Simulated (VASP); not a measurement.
A run of VASP 6.6.1:

Contents of INCAR:

```
SYSTEM = NaCl
PREC = Accurate ; ENCUT = 520
EDIFF = 1E-6 ; ISMEAR = 0
SIGMA = 0.02 ; LREAL = .FALSE.
LASPH = .TRUE. ; NELM = 80
ALGO = Normal ; ISIF = 2
LWAVE = .FALSE. ; LCHARG = .FALSE.
GGA = PE ; NBANDS = 14
```

Contents of KPOINTS:

```
regular mesh
0
G
  8 8 8
  0 0 0
```

Contents of POSCAR:

```
NaCl
1.0
    0.0000000000      2.7600247594      2.7600247594
    2.7600247594      0.0000000000      2.7600247594
    2.7600247594      2.7600247594      0.0000000000
Na Cl
1 1
Direct
    0.5000000000      0.5000000000      0.5000000000
    0.0000000000      0.0000000000      0.0000000000
```

Potentials or basis: VASP PAW PBE potentials, release 64 (Na_pv, Cl).

Run with:

```console
$ cat potpaw_PBE.64/Na_pv/POTCAR potpaw_PBE.64/Cl/POTCAR > POTCAR
$ mpirun -np 1 vasp_std > vasp.out
```

Hardware: 1 thread of Intel Xeon 8259CL, on a shared host.

Q: How long does it take, and how much memory?

A: Wall time 22 s on 1 thread of Intel Xeon 8259CL, on a shared host, peak memory 0.16 GiB. Counts: scf iterations 12, k points 29.
